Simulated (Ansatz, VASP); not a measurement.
**Two plane-wave programs on GaN**

```
Ga N
1.0
     3.21800    0.00000    0.00000
    -1.60900    2.78687    0.00000
     0.00000    0.00000    5.24302
Ga N
2 2
Direct
  0.33333 0.66667 0.00005
  0.66667 0.33333 0.50005
  0.33333 0.66667 0.37675
  0.66667 0.33333 0.87675
```

Alike in both runs: functional PBE; k mesh 8 × 8 × 5; no spin polarisation.

Ansatz relaxed the structure, and its values are those at the end. VASP's run is a single point on that final structure, the one shown.

```csv
,VASP,Ansatz
version,VASP 6.6.1,Ansatz 0.2.0
potentials or method,"VASP PAW PBE potentials, release 64 (Ga_d, N), cutoff 520 eV","scalar-relativistic, plane waves, PAW"
occupations,"gaussian, width 0.01 eV",fixed
valence electrons in the cell,36,36
```

```csv
,VASP,Ansatz,Ansatz less VASP
gap on the k mesh at the Fermi level (eV),1.72,1.71,-0.004
least direct gap on the mesh (eV),1.72,1.71,-0.004
pressure (GPa),0.2,0.0,-0.15
```
